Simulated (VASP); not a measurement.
Write the native input for VASP 6.6.1 that does the following.

- Task: relaxation of cell and atoms
- Functional: PBE
- Potentials or basis: VASP PAW PBE potentials, release 64 (Sn_d, Se)
- Cutoff: 600 eV
- k mesh: 6 × 6 × 4
- Occupations: gaussian, width 0.1 eV
- Spin: no spin polarisation
- Dipole correction: no
- Further INCAR settings: ALGO = Normal; EDIFF = 1e-06; IBRION = 2; EDIFFG = -0.04; NSW = 90; ISIF = 3

The structure of SnSe lies in POSCAR:

```
SnSe
1.0
    3.4470145500      0.0000000000      0.0000000000
   -1.7235072800      2.9852021700      0.0000000000
    0.0000000000      0.0000000000      6.5011862100
Sn Se
1 1
Direct
    0.0000000000      0.0000000000      0.0000000000
    0.0000000000      0.0000000000      0.5000000000
```

The cell was built from a structure type or drawn by symmetry, and may not be a known phase.

The input as run:

INCAR

```
SYSTEM = SnSe
ALGO     = Normal         ! electronic algorithm
EDIFF    = 1E-6           ! SCF threshold, eV
EDIFFG   = -0.04          ! ionic threshold
ENCUT    = 600            ! plane-wave cutoff, eV
GGA      = PE             ! functional
IBRION   = 2              ! ionic algorithm
ISIF     = 3              ! what is computed and relaxed
ISMEAR   = 0              ! smearing method
LASPH    = .TRUE.         ! aspherical terms in the spheres
LCHARG   = .FALSE.        ! write CHGCAR
LREAL    = .FALSE.        ! projectors in reciprocal space
LWAVE    = .FALSE.        ! write WAVECAR
NELM     = 80             ! most SCF steps
NSW      = 90             ! ionic steps
PREC     = Accurate       ! precision mode
SIGMA    = 0.1            ! smearing width, eV
```

KPOINTS

```
k-points
0
G
  6 6 4
  0 0 0
```

Potentials or basis: VASP PAW PBE potentials, release 64 (Sn_d, Se).

Launch:

```sh
$ cat potpaw_PBE.64/Sn_d/POTCAR potpaw_PBE.64/Se/POTCAR > POTCAR
$ mpirun -np 1 vasp_std > vasp.out
```

Results of the run:

```
Relaxed volume                        : 25.60 Å³/atom
Relaxed cell                          : a = 3.234 Å, b = 3.234 Å, c = 5.653 Å, α = 90.00°, β = 90.00°, γ = 120.00°
Space group after relaxing (to 0.1 Å) : P6/mmm (No. 191)
Energy gained by relaxing             : 234.8 meV/atom
Ionic steps                           : 11
Pressure after relaxing               : 0.0 GPa
Band gap on the k mesh                : zero (bands 10 and 11 overlap by 3.48 eV)
```

Caveat: the volume moved by over 15 % at a fixed basis, so the end points are rough; spin-orbit coupling is left out, which moves the levels of the heavy elements.

Wall time 74 s on 1 thread of Intel(R) Xeon(R) 6975P-C (Granite Rapids) (shared host), peak memory 0.22 GiB.
